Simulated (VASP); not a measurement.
GaSb, 2 atoms in the cell. It takes space group P-6m2 (No. 187, hexagonal). Conventional cell: a = 4.128 Å, b = 4.128 Å, c = 3.464 Å, α = 90.00°, β = 90.00°, γ = 120.00°. Ga (site symmetry -6m2) has 6 Sb at 2.95 Å and 2 Ga at 3.46 Å within 3.9 Å. Within 3.9 Å of Sb (site symmetry -6m2) lie 6 Ga at 2.95 Å and 2 Sb at 3.46 Å. 

| Quantity | Value |
| --- | --- |
| Program | VASP 6.6.1 |
| Task | single point |
| Functional | PBE |
| Potentials or basis | VASP PAW PBE potentials, release 64 (Ga_d, Sb) |
| Cutoff | 500 eV |
| k mesh | 6 × 6 × 5 |
| Occupations | gaussian, width 0.2 eV |
| Spin | no spin polarisation |
| Dipole correction | no |
| Further INCAR settings | ALGO = Normal; EDIFF = 1e-06; NBANDS = 16 |

Potentials or basis: VASP PAW PBE potentials, release 64 (Ga_d, Sb).

Run with:

```bash
$ cat potpaw_PBE.64/Ga_d/POTCAR potpaw_PBE.64/Sb/POTCAR > POTCAR
$ mpirun -np 1 vasp_std > vasp.out
```

Hardware: 1 thread of Intel Xeon 8259CL, on a shared host.

**Question.** How long does it take, and how much memory?

**Answer.** It took 26 s on 1 thread of Intel Xeon 8259CL, on a shared host, peak memory 0.17 GiB. Counts: scf iterations 11, k points 21.
